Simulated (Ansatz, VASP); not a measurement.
GaP: VASP beside Ansatz

Contents of INCAR:

```
PREC = Accurate
ENCUT = 600
EDIFF = 1E-7
ISMEAR = 0
SIGMA = 0.1
LREAL = False
LASPH = True
NELM = 80
ALGO = Normal
ISIF = 3
LWAVE = False
LCHARG = False
GGA = PE
IBRION = 2
NSW = 90
EDIFFG = -0.04
```

File KPOINTS:

```
regular mesh
0
Gamma
  6 6 6
```

Contents of POSCAR:

```
GaP
1.0
   -2.1776593800      2.1776593800      1.9691584800
    2.1776593800     -2.1776593800      1.9691584800
    2.1776593800      2.1776593800     -1.9691584800
Ga P
1 1
Direct
    0.0000000000      0.0000000000      0.0000000000
    0.5000000000      0.5000000000      0.0000000000
```

Input for Ansatz:

```yaml
crystal:
  lattice:
    - [-2.17765938, 2.17765938, 1.96915848]
    - [2.17765938, -2.17765938, 1.96915848]
    - [2.17765938, 2.17765938, -1.96915848]
  atoms:
    - { symbol: Ga, position: [0.0, 0.0, 0.0] }
    - { symbol: P, position: [0.5, 0.5, 0.0] }
basis:
  ecutwfc: 420
kpoints:
  mp_grid: { grid: [6, 6, 6] }
hamiltonian:
  xc: pbe
scf:
  occupations: { method: gaussian, width: 0.1 }
  lower_state_search: "off"
output:
  forces: true
  stress: true
  eigenvalues: true
relax:
  adjacent_minimum: "off"
  f_tol: 0.04
  max_steps: 70
  cell: { stress_tol: 0.4 }
```

Alike in both runs: task relaxation of cell and atoms; functional PBE; k mesh 6 × 6 × 6; occupations gaussian, width 0.1 eV; no spin polarisation.

|  | VASP | Ansatz |
| --- | --- | --- |
| version | VASP 6.6.1 | Ansatz 0.2.0 |
| potentials or method | VASP PAW PBE potentials, release 64 (Ga_d, P), cutoff 600 eV | scalar-relativistic, plane waves, PAW |
| valence electrons in the cell | 18 | 18 |

VASP gave:

```
gap on the k mesh at the Fermi level, each at its own relaxed structure (eV) : none
relaxed volume (Å³/atom)                                                     : 17.19
relaxed cell length with the largest relative difference (Å)                 : 3.649
```

**Question.** What did Ansatz give for the same quantities?

**Answer.** gap on the k mesh at the Fermi level, each at its own relaxed structure (eV): none; relaxed volume (Å³/atom): 17.15; relaxed cell length with the largest relative difference (Å): 3.646.

A gap of «none» marks a metal or a gap that the smearing closes.
